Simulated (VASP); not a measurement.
Cr, 1 atom in the cell. It takes space group Im-3m (No. 229, cubic). The conventional cell has a = 2.969 Å, b = 2.969 Å, c = 2.969 Å, α = 90.00°, β = 90.00°, γ = 90.00°. Cr (site symmetry m-3m) has 14 Cr at 2.57 to 2.97 Å within 3.4 Å. 

- Program: VASP 6.6.1
- Task: single point
- Functional: PBE
- Potentials or basis: VASP PAW PBE potentials, release 64 (Cr_pv)
- Cutoff: 500 eV
- k mesh: 12 × 12 × 12
- Occupations: gaussian, width 0.026 eV
- Spin: collinear spin, ferromagnetic start
- Starting moments: [3.0] μB
- Dipole correction: no
- Further INCAR settings: ALGO = Normal; EDIFF = 1e-06; NBANDS = 16

Potentials or basis: VASP PAW PBE potentials, release 64 (Cr_pv).

Launch:

```bash
$ cat potpaw_PBE.64/Cr_pv/POTCAR > POTCAR
$ mpirun -np 1 vasp_std > vasp.out
```

Hardware: 1 thread of Intel Xeon 8259CL, with other jobs on the host.

Q: Estimate the wall time of this run.

A: Run time: 48 s on 1 thread of Intel Xeon 8259CL (shared host), peak memory 0.14 GiB. Counts: scf iterations 14, k points 72.
